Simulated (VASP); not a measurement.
Sb:

```
Sb
1.0
     2.10151    3.63991    0.00000
    -2.10151    3.63991    0.00000
     0.00000   -2.42661    3.89079
Sb
2
Direct
  0.22764 0.22764 0.68292
  0.77236 0.77236 0.31708
```

Base run:

```yaml
Program: VASP 6.6.1
Functional: r2SCAN
Potentials_or_basis: VASP PAW PBE potentials, release 64 (Sb)
Cutoff: 520 eV
k_mesh: 5 × 5 × 5
Occupations: fermi-dirac, width 0.1 eV
Spin: no spin polarisation
```

Its results: band gap on the k mesh 0.21 eV, indirect (least direct gap 0.67 eV); pressure 5.9 GPa; largest force 0.844 eV/Å.

The run is repeated on the same cell with these changes: k mesh from 5 × 5 × 5 to 8 × 8 × 8; further incar settings from ALGO = Normal; EDIFF = 1e-07; NBANDS = 12 to ALGO = Normal; EDIFF = 1e-06; NBANDS = 12. What comes out?

Band gap on the k mesh zero (band 5 reaches 7.84 eV, above the bottom of band 6 at 7.40 eV); pressure 6.0 GPa; largest force 0.995 eV/Å.

Caveats: the PAW data sets were made with another functional, which shifts forces and pressure a little; spin-orbit coupling is left out, which moves the levels of the heavy elements.

A k mesh can miss the band edges.
